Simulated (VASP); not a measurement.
MoSe: single point with PBE

MoSe:

```
Mo Se
1.0
     0.00000    2.67580    2.67580
     2.67580    0.00000    2.67580
     2.67580    2.67580    0.00000
Mo Se
1 1
Cartesian
  2.6758 2.6758 2.6758
  0.0000 0.0000 0.0000
```

| Item | Value |
| --- | --- |
| Program | VASP 6.6.1 |
| Task | single point |
| Functional | PBE |
| Potentials or basis | VASP PAW PBE potentials, release 64 (Mo_sv, Se) |
| Cutoff | 520 eV |
| k mesh | 12 × 12 × 12 |
| Occupations | gaussian, width 0.05 eV |
| Spin | no spin polarisation |
| Dipole correction | no |
| Further INCAR settings | ALGO = Normal; EDIFF = 1e-07; NBANDS = 17 |

- Pressure: -8.6 GPa
- Band gap on the k mesh: zero (band 10 reaches 8.96 eV, above the bottom of band 11 at 6.92 eV)

Levels at points of the mesh, in eV from the Fermi level:
| k point | band 7 | band 8 | band 9 | band 10 | band 11 | band 12 | band 13 | band 14 |
| --- | --- | --- | --- | --- | --- | --- | --- | --- |
| (0.00, 0.00, 0.00) | -2.19 | -2.19 | -1.68 | -1.68 | -1.68 | -1.35 | -1.35 | 2.18 |
| (0.50, 0.00, 0.00) | -5.13 | -5.13 | -0.03 | -0.03 | 0.51 | 2.60 | 4.22 | 4.22 |
| (0.50, 0.50, 0.00) | -3.61 | -3.61 | -3.10 | -0.61 | 0.49 | 0.49 | 1.20 | 2.37 |

Wall time 30 s on 1 thread of Intel(R) Xeon(R) Platinum 8488C (Sapphire Rapids) (shared host), peak memory 0.18 GiB.
